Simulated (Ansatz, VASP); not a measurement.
One calculation of CoSi, two programs

```
CELL_PARAMETERS angstrom
2.68882 0.00000 0.00000
0.00000 2.68882 0.00000
0.00000 0.00000 2.97603
ATOMIC_POSITIONS crystal
Co 0.00000 0.00000 0.00000
Si 0.50000 0.50000 0.50000
```

Change from the starting cell: stretched by +7 % along [0.0, 0.0, 1.0] at fixed volume; anisotropy by the force theorem, PAW files.

Alike in both runs: task single point; functional PBE; k mesh 13 × 13 × 12; occupations fermi-dirac, width 0.1 eV; collinear spin.

|  | VASP | Ansatz |
| --- | --- | --- |
| version | VASP 6.6.1 | Ansatz 0.2.0 |
| potentials or method | VASP PAW PBE potentials, release 64 (Co, Si) | PAW with Ansatz's default frozen-core files, scalar-relativistic |
| plane-wave cutoff (eV) | 520 | 420 |
| valence electrons in the cell | 13 | 21 |

|  | VASP | Ansatz | Ansatz less VASP |
| --- | --- | --- | --- |
| net moment per atom (μB) | 0.21 | 0.21 | +0.005 |
| size of the moment on the site where the two differ most (μB) | 0.42 | 0.44 | +0.019 |

Site moments also hang on the region over which each program counts them. VASP's potentials hold 13 valence electrons a cell and Ansatz's 21, so a difference there can come from the potentials and not from the codes.
